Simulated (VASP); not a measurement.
Input of a VASP 6.6.1 run:

POSCAR

```
MoS2
1.0
    3.1615794509      0.0000000000      0.0000000000
   -1.5807897255      2.7380081205      0.0000000000
    0.0000000000      0.0000000000      6.1836112739
Mo S
1 2
Direct
    0.0000000000      0.0000000000      0.5000000000
    0.6666666667      0.3333333333      0.7446806800
    0.3333333333      0.6666666667      0.2553193200
```

The input INCAR.step1:

```
  PREC = Accurate
  ENCUT = 520
  ISMEAR = -1
  SIGMA = 0.05
  LREAL = F
  LASPH = T
  NELM = 100
  NBANDS = 20
  GGA = PE
  ALGO = Normal
  EDIFF = 1E-4
  LWAVE = T
  LCHARG = F
```

Contents of INCAR.step2:

```
  PREC = Accurate
  ENCUT = 520
  EDIFF = 1E-7
  ISMEAR = -1
  SIGMA = 0.05
  LREAL = F
  LASPH = T
  NELM = 100
  ALGO = Normal
  ISIF = 2
  LWAVE = F
  LCHARG = F
  METAGGA = R2SCAN
  LMIXTAU = T
  LUSE_VDW = T
  IVDW_NL = 2
  BPARAM = 11.95
  CPARAM = 0.0093
  NBANDS = 20
  ISTART = 1
```

File KPOINTS:

```
Automatic mesh
0
Gamma
  9 9 4
```

Potentials or basis: VASP PAW PBE potentials, release 64 (Mo_sv, S).

The run is started by

```console
$ cat potpaw_PBE.64/Mo_sv/POTCAR potpaw_PBE.64/S/POTCAR > POTCAR
$ cp INCAR.step1 INCAR
$ mpirun -np 1 vasp_std > vasp.out
$ cp INCAR.step2 INCAR
$ mpirun -np 1 vasp_std > vasp.out
```

Task: Estimate the largest force.

Result: 1.245 eV/Å.

Task: Predict the band gap on the k mesh.

Result: Zero (bands 13 and 14 overlap by 1.20 eV).

Task: Estimate the pressure.

Result: 8.7 GPa.

Forces in eV/Å, atoms in the order of the input:
```
Mo   0.000  0.000  0.000
S    0.000  0.000  1.245
S    0.000  0.000 -1.245
```

Caveat: the cell stands under pressure; the PAW data sets were made with another functional, which shifts forces and pressure a little.
